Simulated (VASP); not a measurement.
# Cu2O (database structure): one r²SCAN single-point calculation in two programs

```cif
data_structure
_symmetry_space_group_name_H-M 'P 1'
_symmetry_Int_Tables_number 1
_cell_length_a 4.2461
_cell_length_b 4.2461
_cell_length_c 4.2461
_cell_angle_alpha 90.000
_cell_angle_beta 90.000
_cell_angle_gamma 90.000
_cell_volume 76.55
loop_
_atom_site_label
_atom_site_type_symbol
_atom_site_fract_x
_atom_site_fract_y
_atom_site_fract_z
_atom_site_occupancy
Cu1 Cu 0.25000 0.25000 0.75000 1
Cu2 Cu 0.75000 0.25000 0.25000 1
Cu3 Cu 0.25000 0.75000 0.25000 1
Cu4 Cu 0.75000 0.75000 0.75000 1
O1 O 0.50000 0.50000 0.50000 1
O2 O 0.00000 0.00000 0.00000 1
```

Datasets and cutoffs are each program's own. VASP's cell holds 56 valence electrons and Ansatz's 88. Ansatz's stress includes a Pulay correction; VASP's doesn't.

Cutoffs: 520 eV in VASP, 500 eV in Ansatz. k meshes: 6×6×6 and 6×6×6.

```
                              VASP   Ansatz
gap between bands v and c  0.79 eV  0.79 eV
         least direct gap  0.79 eV  0.79 eV
                 pressure  1.2 GPa  0.0 GPa
```

Band v is the last that the valence electrons fill when counted band by band, and c is the next. Levels in eV from the top of v, Ansatz:

| point | v−1 | v | c | c+1 |
| --- | --- | --- | --- | --- |
| Γ | 0.00 | 0.00 | 0.79 | 1.45 |
| X | -0.38 | -0.38 | 2.54 | 2.54 |
| M | -0.66 | -0.66 | 2.20 | 2.20 |
| R | -0.61 | -0.61 | 2.70 | 2.70 |

VASP:

```tsv
point	v−1	v	c	c+1
Γ	0.00	0.00	0.79	1.48
X	-0.38	-0.38	2.55	2.55
M	-0.67	-0.67	2.21	2.21
R	-0.60	-0.60	2.73	2.73
```

VASP's potentials hold 56 valence electrons a cell and Ansatz's 88, so a difference between the two programs can come from the potentials and not from the codes.
